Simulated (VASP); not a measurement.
# ScAl3N4 (Cmc2_1) in VASP: relaxation of the atoms with LDA

Aim: the relaxation of the atoms of ScAl3N4 with LDA.

Everything below comes from runs of VASP 6.6.1. Logs are shortened: lines on timing, memory, paths and dates and some standing lists are left out, and cuts for length are marked.

## 1. The cell of the first run

It takes space group Cmc2_1 (No. 36, orthorhombic). The conventional cell has a = 6.458 Å, b = 11.116 Å, c = 4.949 Å, α = 90.00°, β = 90.00°, γ = 90.00°. Within 2.5 Å of Al (site symmetry 1) lie 4 N at 1.87 to 1.94 Å. Al (site symmetry m) has 4 N at 1.88 to 1.94 Å within 2.5 Å. Within 2.7 Å of Sc (site symmetry m) lie 4 N at 2.03 to 2.10 Å. N (site symmetry m) has 2 Al at 1.89 Å and 2 Sc at 2.03 to 2.10 Å within 2.5 Å. N (site symmetry 1) has 3 Al at 1.87 to 1.88 Å and 1 Sc at 2.04 Å within 2.5 Å. Within 2.5 Å of N (site symmetry m) lie 4 Al at 1.91 to 1.94 Å.

## 2. Relaxation of the atoms, LDA

Input file INCAR:

```
ALGO = Normal ; EDIFF = 1E-7
EDIFFG = -0.004 ; ENCUT = 520
IBRION = 2 ; ISIF = 2
ISMEAR = 0 ; KPAR = 4
LASPH = T ; LCHARG = F
LREAL = Auto ; LWAVE = F
NELM = 80 ; NSW = 80
PREC = Accurate ; SIGMA = 0.01
```

Input file KPOINTS:

```
k-points
0
Gamma
  4 4 5
```

Input file POSCAR:

```
ScAl3N4
1.0
    6.4279613727     -0.0172390051      0.0000000000
   -3.2289101028      5.5926363510      0.0000000000
    0.0000000000      0.0000000000      4.9488734883
Al Sc N
6 2 8
Direct
    0.3348185684      0.1638064834      0.4983390642
    0.1692463842      0.8346231921     -0.0046849059
    0.3348185684      0.6710120850      0.4983390642
    0.6651814316      0.3361935166     -0.0016609358
    0.6651814316      0.8289879150     -0.0016609358
    0.8307536158      0.6653768079      0.4953150941
    0.1776907784      0.3388453892     -0.0112157066
    0.8223092216      0.1611546108      0.4887842934
    0.1822681956      0.3411340978      0.4137066912
    0.3452146363      0.1544753666      0.8765345349
    0.1648562691      0.8324281345      0.3804467231
    0.3452146363      0.6907392697      0.8765345349
    0.6547853637      0.3455246334      0.3765345349
    0.8177318044      0.1588659022      0.9137066912
    0.6547853637      0.8092607303      0.3765345349
    0.8351437309      0.6675718654      0.8804467231
```

Potentials or basis: VASP PAW LDA potentials, release 64 (Al, Sc_sv, N).

Started as:

```console
> cat potpaw_LDA.64/Al/POTCAR potpaw_LDA.64/Sc_sv/POTCAR potpaw_LDA.64/N/POTCAR > POTCAR
> mpirun -np 4 vasp_std > vasp.out
```

OUTCAR:

```text
EDIFF = 1E-7
   EDIFFG = -0.004
   ENCUT = 520
   IBRION = 2
   ISIF = 2
   ISMEAR = 0
   LASPH = T
   LREAL = Auto
   NELM = 80
   NSW = 80
   PREC = Accurate

 ion  position               nearest neighbor table
   1  0.335  0.164  0.498-  10 1.87  13 1.88   9 1.89  11 1.94   7 3.06   2 3.07   4 3.08   4 3.08
                             2 3.09   7 3.13   8 3.14   3 3.18   6 3.21   6 3.22   3 3.28   8 3.29
   2  0.169  0.835  0.995-  10 1.88  12 1.88  11 1.91  16 1.94   1 3.07   3 3.07   1 3.09   3 3.09
                             6 3.11   6 3.11   4 3.21   5 3.21   4 3.22   5 3.22   7 3.23   7 3.23
   3  0.335  0.671  0.498-  12 1.87  15 1.88   9 1.89  11 1.94   7 3.06   2 3.07   5 3.08   5 3.08
                             2 3.09   7 3.13   8 3.14   1 3.18   6 3.21   6 3.22   1 3.28   8 3.29
   4  0.665  0.336  0.998-  13 1.87  10 1.88  14 1.89  16 1.94   8 3.06   6 3.07   1 3.08   1 3.08
                             6 3.09   8 3.13   7 3.14   5 3.18   2 3.21   2 3.22   5 3.28   7 3.29
   5  0.665  0.829  0.998-  15 1.87  12 1.88  14 1.89  16 1.94   8 3.06   6 3.07   3 3.08   3 3.08
                             6 3.09   8 3.13   7 3.14   4 3.18   2 3.21   2 3.22   4 3.28   7 3.29
   6  0.831  0.665  0.495-  13 1.88  15 1.88  16 1.91  11 1.94   4 3.07   5 3.07   4 3.09   5 3.09
                             2 3.11   2 3.11   1 3.21   3 3.21   1 3.22   3 3.22   8 3.23   8 3.23
   7  0.178  0.339  0.989-  14 2.03  12 2.04  10 2.04   9 2.10   3 3.06   1 3.06   3 3.13   1 3.13
                             5 3.14   4 3.14   8 3.17   8 3.17   2 3.23   2 3.23   5 3.29   4 3.29
   8  0.822  0.161  0.489-   9 2.03  15 2.04  13 2.04  14 2.10   5 3.06   4 3.06   5 3.13   4 3.13
                             3 3.14   1 3.14   7 3.17   7 3.17   6 3.23   6 3.23   3 3.29   1 3.29
   9  0.182  0.341  0.414-   3 1.89   1 1.89   8 2.03   7 2.10
  10  0.345  0.154  0.877-   1 1.87   2 1.88   4 1.88   7 2.04
  11  0.165  0.832  0.380-   2 1.91   3 1.94   1 1.94   6 1.94
  12  0.345  0.691  0.877-   3 1.87   2 1.88   5 1.88   7 2.04
  13  0.655  0.346  0.377-   4 1.87   6 1.88   1 1.88   8 2.04
  14  0.818  0.159  0.914-   5 1.89   4 1.89   7 2.03   8 2.10
  15  0.655  0.809  0.377-   5 1.87   6 1.88   3 1.88   8 2.04
  16  0.835  0.668  0.880-   6 1.91   4 1.94   5 1.94   2 1.94

  LATTYP: Found a base centered orthorhombic cell.
 ALAT       =     6.4578202055
 B/A-ratio  =     1.7213728979
 C/A-ratio  =     0.7663380724

  Lattice vectors:

 A1 = (   3.1990512699,   5.5753973459,   0.0000000000)
 A2 = (  -6.4279613727,   0.0172390051,   0.0000000000)
 A3 = (   0.0000000000,   0.0000000000,   4.9488734883)

Analysis of symmetry for initial positions (statically):
=====================================================================
 Subroutine PRICEL returns:
 Original cell was already a primitive cell.

 Routine SETGRP: Setting up the symmetry group for a
 base centered orthorhombic supercell.

 Subroutine GETGRP returns: Found  4 space group operations
 (whereof  1 operations were pure point group operations)
 out of a pool of  8 trial point group operations.

The static configuration has the point symmetry C_1 .
 The point group associated with its full space group is C_2v.

Analysis of symmetry for dynamics (positions and initial velocities):
=====================================================================
 Subroutine PRICEL returns:
 Original cell was already a primitive cell.

 Routine SETGRP: Setting up the symmetry group for a
 base centered orthorhombic supercell.

 Subroutine GETGRP returns: Found  4 space group operations
 (whereof  1 operations were pure point group operations)
 out of a pool of  8 trial point group operations.

The dynamic configuration has the point symmetry C_1 .
 The point group associated with its full space group is C_2v.

 Subroutine INISYM returns: Found  4 space group operations
 (whereof  1 operations are pure point group operations),
 and found     1 'primitive' translations

----------------------------------------------------------------------------------------

                                     Primitive cell

  volume of cell :     177.6328

  direct lattice vectors                    reciprocal lattice vectors
     6.427961373 -0.017239005  0.000000000     0.155811575  0.089957855  0.000000000
    -3.228910103  5.592636351  0.000000000     0.000480281  0.179083838  0.000000000
     0.000000000  0.000000000  4.948873488     0.000000000  0.000000000  0.202066188

  length of vectors
     6.427984489  6.457820205  4.948873488     0.179915709  0.179084482  0.202066188

  position of ions in fractional coordinates (direct lattice)
     0.334818568  0.163806483  0.498339064
     0.169246384  0.834623192  0.995315094
     0.334818568  0.671012085  0.498339064
     0.665181432  0.336193517  0.998339064
     0.665181432  0.828987915  0.998339064
     0.830753616  0.665376808  0.495315094
[... 8 lines left out ...]
     0.654785364  0.809260730  0.376534535
     0.835143731  0.667571865  0.880446723

  ion indices of the primitive-cell ions
   primitive index   ion index
                 1           1
                 2           2
                 3           3
                 4           4
                 5           5
                 6           6
[... 8 lines left out ...]
                15          15
                16          16

----------------------------------------------------------------------------------------

 KPOINTS: k-points

Automatic generation of k-mesh.
 Grid dimensions read from file:
 generate k-points for:    4    4    5

 Generating k-lattice:

  Cartesian coordinates                     Fractional coordinates (reciprocal lattice)
     0.038952894  0.022489464  0.000000000     0.250000000  0.000000000  0.000000000
     0.000120070  0.044770960  0.000000000    -0.000000000  0.250000000  0.000000000
     0.000000000  0.000000000  0.040413238     0.000000000  0.000000000  0.200000000

  Length of vectors
     0.044978927  0.044771121  0.040413238

  Shift w.r.t. Gamma in fractional coordinates (k-lattice)
     0.000000000  0.000000000  0.000000000

 Subroutine IBZKPT returns following result:
 ===========================================

 Found     21 irreducible k-points:

 Following reciprocal coordinates:
            Coordinates               Weight
  0.000000  0.000000  0.000000      1.000000
  0.250000  0.000000  0.000000      2.000000
  0.500000  0.000000  0.000000      1.000000
  0.000000  0.250000  0.000000      4.000000
  0.250000  0.250000  0.000000      4.000000
  0.000000  0.500000  0.000000      2.000000
[... 13 lines left out ...]
  0.000000  0.500000  0.400000      4.000000
  0.250000  0.500000  0.400000      4.000000
   k-points           NKPTS =     21   k-points in BZ     NKDIM =     21   number of bands    NBANDS=     49
   number of dos      NEDOS =    301   number of ions     NIONS =     16
   total plane-waves  NPLWV =  92160
   dimension x,y,z NGX =    48 NGY =   48 NGZ =   40
   dimension x,y,z NGXF=    96 NGYF=   96 NGZF=   80
   ions per type =               6   2   8
   NGX,Y,Z   is equivalent  to a cutoff of  12.41, 12.36, 13.44 a.u.
   NGXF,Y,Z  is equivalent  to a cutoff of  24.83, 24.71, 26.87 a.u.
 SYSTEM =  unknown system
   PREC   = accura    normal or accurate (medium, high low for compatibility)
   ISTART =      0    job   : 0-new  1-cont  2-samecut
   ICHARG =      2    charge: 1-file 2-atom 10-const
   ISPIN  =      1    spin polarized calculation?
   LNONCOLLINEAR =      F non collinear calculations
   LSORBIT =      F    spin-orbit coupling
   LASPH  =      T    aspherical Exc in radial PAW
   ENCUT  =  520.0 eV  38.22 Ry    6.18 a.u.  11.95 12.01  9.20*2*pi/ulx,y,z
   NELM   =     80;   NELMIN=  2; NELMDL= -5     # of ELM steps
   EDIFF  = 0.1E-06   stopping-criterion for ELM
   LREAL  =      T    real-space projection
   EDIFFG = -.4E-02   stopping-criterion for IOM
   NSW    =     80    number of steps for IOM
   IBRION =      2    ionic relax: 0-MD 1-quasi-New 2-CG
   NFREE  =      1    steps in history (QN), initial steepest desc. (CG)
   ISIF   =      2    stress and relaxation
   ISYM   =      2    0-nonsym 1-usesym 2-fastsym
   POTIM  = 0.5000    time-step for ionic-motion
   TEBEG  =    0.0;   TEEND  =   0.0 temperature during run
   PSTRESS=    0.0 pullay stress
   NELECT =      80.0000    total number of electrons
   NUPDOWN=      -1.0000    fix difference up-down
   EMIN   =  10.00;   EMAX   =-10.00  energy-range for DOS
   EFERMI =   0.00;   METHOD = LEGACY
   ISMEAR =     0;   SIGMA  =   0.01  broadening in eV -4-tet -1-fermi 0-gaus
   EFERMI_NEDOS =   21; number of points for ismear=-14 and -15
   IALGO  =     38    algorithm
   IMIX   =      4    mixing-type and parameters
     AMIX     =   0.40;   BMIX     =  1.00
     AMIX_MAG =   1.60;   BMIX_MAG =  1.00
  volume/ion in A,a.u.               =      11.10        74.92
  Fermi-wavevector in a.u.,A,eV,Ry     =   1.254865  2.371351 21.424914  1.574687
  Thomas-Fermi vector in A             =   2.388650
   LORBIT       =      0    0 simple, 1 ext, 2 COOP (PROOUT), +10 PAW based schemes
   GGA     = CA    functional components
   LHFCALC =     F    Hartree Fock is set to
   AEXX    =    0.0000 exact exchange contribution
   IVDW    =     0    specifies the selected vdW correction
   LEPSILON=     F    determine dielectric tensor
   LRPA    =     F    only Hartree local field effects (RPA)
 conjugate gradient relaxation of ions
 non-spin polarized calculation
 Gauss-broadening in eV      SIGMA  =   0.01
  energy-cutoff  :      520.00
  volume of cell :      177.63
 maximum number of plane-waves:      4800
 NGX is ok and might be reduce to    48
   NGX = 23   NGY = 25   NGZ = 19

--------------------------------------- Ionic step        1  -------------------------------------------

 number of electron      80.0000004 magnetization

 Free energy of the ion-electron system (eV)
  ---------------------------------------------------
  ext. energy  EPLUGINS =         0.00000000
  ---------------------------------------------------
  free energy    TOTEN  =      -136.47415503 eV

  energy without entropy =     -136.47415503  energy(sigma->0) =     -136.47415503

------------------------ aborting loop because EDIFF is reached ----------------------------------------

  FORCE on cell =-STRESS in cart. coord.  units (eV):
  Direction    XX          YY          ZZ          XY          YZ          ZX
  --------------------------------------------------------------------------------------
  -------------------------------------------------------------------------------------
  Total       -2.0007412     -2.0023260     -0.0484322      0.0013725      0.0000000      0.0000000
  in kB      -18.0458890    -18.0601831     -0.4368396      0.0123791      0.0000000      0.0000000
  external PRESSURE =     -12.1809706 kB  Pullay stress =       0.0000000 kB
[... 335 lines left out ...]
  energy  without entropy=     -136.4757306780  energy(sigma->0) =     -136.47573068

--------------------------------------- Ionic step        8  -------------------------------------------

 number of electron      80.0000003 magnetization

 Free energy of the ion-electron system (eV)
  ---------------------------------------------------
  ext. energy  EPLUGINS =         0.00000000
  ---------------------------------------------------
  free energy    TOTEN  =      -136.47573438 eV

  energy without entropy =     -136.47573438  energy(sigma->0) =     -136.47573438

 E-fermi :   5.1344     XC(G=0): -11.2776

 val. band max:        5.0545863393   @ k =   0.0000   0.0000   0.0000
 cond. band min:       8.5483224141   @ k =   0.2500   0.2500   0.0000
 fundamental gap:      3.4937360748
 Fermi energy:         5.1344190584

 k-point     1 :       0.0000    0.0000    0.0000
  band No.  band energies     occupation
      1     -41.1426      2.00000
      2     -41.1045      2.00000
      3     -20.3742      2.00000
      4     -20.3501      2.00000
      5     -20.3083      2.00000
      6     -20.2709      2.00000
[... 1124 lines left out ...]
  FREE ENERGIE OF THE ION-ELECTRON SYSTEM (eV)
  ---------------------------------------------------
  free  energy   TOTEN  =      -136.4757343775 eV

  energy  without entropy=     -136.4757343775  energy(sigma->0) =     -136.47573438

 reached required accuracy - stopping structural energy minimisation
```

Wall time 8.5 min (4 MPI ranks of Oxide Virtual Turin-like, shared host); peak memory 0.3 GiB.

What came out:

```yaml
Free_energy: -136.4757 eV
Energy_gained_by_relaxing: 0.1 meV/atom
Ionic_steps: 8
Pressure_after_relaxing: -1.3 GPa
Band_gap_on_the_k_mesh: 3.49 eV (least direct gap 3.57 eV)
```

Forces on the atoms (eV/Å):
```
Al   0.000  0.000  0.000
Al  -0.001 -0.001  0.000
Al   0.000  0.000  0.000
Al   0.000  0.000  0.000
Al   0.000  0.000  0.000
Al   0.001  0.001  0.000
Sc  -0.001 -0.001  0.000
Sc   0.001  0.001  0.000
N    0.001  0.001 -0.003
N   -0.001  0.000  0.000
N    0.001  0.000  0.002
N   -0.001 -0.001  0.000
N    0.001  0.000  0.000
N   -0.001 -0.001 -0.003
N    0.001  0.001  0.000
N   -0.001  0.000  0.002
```

Stress tensor (GPa, compression positive):
```
-1.58  0.01  0.00
 0.01 -1.59  0.00
 0.00  0.00 -0.67
```

Step by step:
```tsv
step	energy change (eV)	largest force (eV/Å)	pressure (GPa)
1	0.0000	0.0739	-1.22
2	-0.0014	0.0322	-1.28
3	-0.0014	0.0361	-1.28
4	-0.0016	0.0120	-1.28
5	-0.0016	0.0092	-1.29
6	-0.0016	0.0044	-1.28
7	-0.0016	0.0043	-1.28
8	-0.0016	0.0028	-1.28
```

Final structure:
```cif
data_structure
_symmetry_space_group_name_H-M 'P 1'
_symmetry_Int_Tables_number 1
_cell_length_a 6.4280
_cell_length_b 6.4578
_cell_length_c 4.9489
_cell_angle_alpha 90.000
_cell_angle_beta 90.000
_cell_angle_gamma 120.154
_cell_volume 177.63
loop_
_atom_site_label
_atom_site_type_symbol
_atom_site_fract_x
_atom_site_fract_y
_atom_site_fract_z
_atom_site_occupancy
Al1 Al 0.33499 0.16383 0.49795 1
Al2 Al 0.16932 0.83466 0.99499 1
Al3 Al 0.33499 0.67115 0.49795 1
Al4 Al 0.66501 0.33617 0.99795 1
Al5 Al 0.66501 0.82885 0.99795 1
Al6 Al 0.83068 0.66534 0.49499 1
Sc1 Sc 0.17760 0.33880 0.98761 1
Sc2 Sc 0.82240 0.16120 0.48761 1
N1 N 0.18269 0.34135 0.41448 1
N2 N 0.34530 0.15428 0.87706 1
N3 N 0.16484 0.83242 0.38090 1
N4 N 0.34530 0.69102 0.87706 1
N5 N 0.65470 0.34572 0.37706 1
N6 N 0.81731 0.15865 0.91448 1
N7 N 0.65470 0.80898 0.37706 1
N8 N 0.83516 0.66758 0.88090 1
```

A k mesh can miss the band edges.
